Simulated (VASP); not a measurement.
Input of a VASP 6.6.1 run:

INCAR

```
ALGO = Normal
EDIFF = 1E-6
ENCUT = 520
GGA = PE
ISIF = 2
ISMEAR = 0
LASPH = True
LCHARG = False
LREAL = False
LWAVE = False
NBANDS = 35
NELM = 80
PREC = Accurate
SIGMA = 0.1
```

File KPOINTS:

```
k-points
0
Gamma
  18 18 6
```

File POSCAR:

```
ZnGe3
1.0
    2.9631412730      0.0000000000      0.0000000000
   -1.4815706365      2.5661556174      0.0000000000
    0.0000000000      0.0000000000      9.7650049738
Zn Ge
1 3
Direct
    0.0000000000      0.0000000000      0.0000000000
    0.3333333333      0.6666666667      0.2384799063
    0.0000000000      0.0000000000      0.5000000000
    0.3333333333      0.6666666667      0.7615200937
```

Potentials or basis: VASP PAW PBE potentials, release 64 (Zn, Ge_d).

Launch:

```sh
$ cat potpaw_PBE.64/Zn/POTCAR potpaw_PBE.64/Ge_d/POTCAR > POTCAR
$ mpirun -np 1 vasp_std > vasp.out
```

Q: Predict the pressure.

A: 0.1 GPa.

Q: Predict the band gap on the k mesh.

A: Zero (bands 27 and 28 overlap by 8.58 eV).
